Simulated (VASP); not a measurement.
BN, 4 atoms in the cell. The structure is orthorhombic, space group Cmcm (No. 63). Conventional cell: a = 2.306 Å, b = 4.310 Å, c = 6.971 Å, α = 90.00°, β = 90.00°, γ = 90.00°. Within 1.8 Å of B (site symmetry m2m) lie 3 N at 1.37 to 1.41 Å. N (site symmetry m2m) has 3 B at 1.37 to 1.41 Å within 1.8 Å.  This cell differs from its parent crystal: normal strain along x -0.0733, normal strain along z +0.0733.

| Property | Result |
| --- | --- |
| Program | VASP 6.6.1 |
| Task | single point |
| Functional | LDA |
| Potentials or basis | VASP PAW LDA potentials, release 64 (B, N) |
| Cutoff | 520 eV |
| k mesh | 12 × 12 × 4 |
| Occupations | gaussian, width 0.05 eV |
| Spin | no spin polarisation |
| Dipole correction | no |
| Further INCAR settings | ALGO = Normal; EDIFF = 1e-07; NBANDS = 16 |

Potentials or basis: VASP PAW LDA potentials, release 64 (B, N).

Run with:

```sh
$ cat potpaw_LDA.64/B/POTCAR potpaw_LDA.64/N/POTCAR > POTCAR
$ mpirun -np 1 vasp_std > vasp.out
```

Hardware: 1 thread of Intel(R) Xeon(R) Platinum 8559C (Emerald Rapids), with other jobs on the host.

Problem. Estimate the wall time of this run.

Solution. Wall time 33 s on 1 thread of Intel(R) Xeon(R) Platinum 8559C (Emerald Rapids), on a shared host, peak memory 0.16 GiB. Counts: scf iterations 13, k points 129.
